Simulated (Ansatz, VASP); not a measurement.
# Two plane-wave programs on MgZr2N

```
CELL_PARAMETERS angstrom
3.25336 0.00000 0.00000
-1.62668 2.81749 0.00000
0.00000 0.00000 7.84736
ATOMIC_POSITIONS crystal
Mg 0.00000 0.00000 0.50000
Zr 0.33333 0.66667 0.16025
Zr 0.66667 0.33333 0.83975
N 0.00000 0.00000 0.00000
```

Change from the starting cell: relaxed end of: species swapped into the ScAgSe2 type (P-3m1, No. 164).

Alike in both runs: functional PBE; k mesh 18 × 18 × 6; occupations gaussian, width 0.1 eV; no spin polarisation.

Ansatz relaxed the structure, and its values are those at the end. VASP's run is a single point on that final structure, the one shown.

|  | VASP | Ansatz |
| --- | --- | --- |
| version | VASP 6.6.1 | Ansatz 0.2.0 |
| potentials or method | VASP PAW PBE potentials, release 64 (Mg, Zr_sv, N), cutoff 520 eV | scalar-relativistic, plane waves, PAW |
| valence electrons in the cell | 31 | 39 |

```csv
,VASP,Ansatz,Ansatz less VASP
gap on the k mesh at the Fermi level (eV),none,none,-
pressure (GPa),0.0,0.0,-0.05
rms of the force components (eV/Å),0.012,0.001,-0.0113
```

A gap of «none» marks a metal or a gap that the smearing closes. With one functional, cell and mesh, what is left measures potentials, basis and numerics. VASP's potentials hold 31 valence electrons a cell and Ansatz's 39, so a difference there can come from the potentials and not from the codes.
